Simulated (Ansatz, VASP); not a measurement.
**SrTiO3: VASP beside Ansatz**

File INCAR:

```
SYSTEM = SrTiO3
ALGO     = Normal         ! electronic algorithm
EDIFF    = 1E-8           ! SCF threshold, eV
ENCUT    = 520            ! plane-wave cutoff, eV
GGA      = PS             ! functional
ISIF     = 2              ! what is computed and relaxed
ISMEAR   = -1             ! smearing method
LASPH    = .TRUE.         ! aspherical terms in the spheres
LCHARG   = .FALSE.        ! write CHGCAR
LEFG     = .TRUE.       
LREAL    = .FALSE.        ! projectors in reciprocal space
LWAVE    = .FALSE.        ! write WAVECAR
NBANDS   = 28             ! bands
NELM     = 60             ! most SCF steps
PREC     = Accurate       ! precision mode
SIGMA    = 0.05           ! smearing width, eV
```

The input KPOINTS:

```
k-points
0
G
  7 7 7
  0 0 0
```

Contents of POSCAR:

```
SrTiO3
1.0
    3.7878500000      0.0000000000      0.0000000000
    0.0000000000      3.7878500000      0.0000000000
    0.0000000000      0.0000000000      3.9050000000
Sr Ti O
1 1 3
Direct
    0.0000000000      0.0000000000      0.0000000000
    0.5000000000      0.5000000000      0.5000000000
    0.0000000000      0.5000000000      0.5000000000
    0.5000000000      0.0000000000      0.5000000000
    0.5000000000      0.5000000000      0.0000000000
```

Input for Ansatz:

```yaml
crystal:
  lattice:
    - [3.78785, 0.0, 0.0]
    - [0.0, 3.78785, 0.0]
    - [0.0, 0.0, 3.905]
  atoms:
    - { symbol: Sr, position: [0.0, 0.0, 0.0] }
    - { symbol: Ti, position: [0.5, 0.5, 0.5] }
    - { symbol: O, position: [0.0, 0.5, 0.5] }
    - { symbol: O, position: [0.5, 0.0, 0.5] }
    - { symbol: O, position: [0.5, 0.5, 0.0] }
kpoints:
  mp_grid: { grid: [7, 7, 7] }
scf:
  occupations: { method: fermi_dirac, width: 0.05 }
hamiltonian:
  xc: pbesol
  pseudopotentials: { kind: all_electron, datasets: crystal }
output:
  forces: true
  stress: true
  eigenvalues: true
  efg: { contact_densities: true }
```

Change from the starting cell: equal xx and yy strain of -3 %, crystal datasets.

Alike in both runs: task electric field gradients; functional PBEsol; k mesh 7 × 7 × 7; occupations fermi-dirac, width 0.05 eV; no spin polarisation.

```csv
,VASP,Ansatz
version,VASP 6.6.1,Ansatz 0.2.0
potentials or method,"VASP PAW PBE potentials, release 64 (Sr_sv, Ti_sv, O), cutoff 520 eV","all-electron PAW with datasets made for the crystal, scalar-relativistic"
```

|  | VASP | Ansatz | Ansatz less VASP |
| --- | --- | --- | --- |
| gap on the k mesh at the Fermi level (eV) | 1.94 | 1.97 | +0.030 |
| pressure (GPa) | 11.5 | 10.7 | -0.83 |
| traceless stress, the component that is largest in VASP (GPa) | -6.09 | -6.00 | +0.094 |
| size of Vzz on the site where it differs most (V/Å²) | 6.3 | 5.5 | -0.82 |

VASP's potentials were made for PBE, not for PBEsol. Ansatz ran all-electron here, and VASP with PAW potentials. Ansatz's warnings: printed levels off.
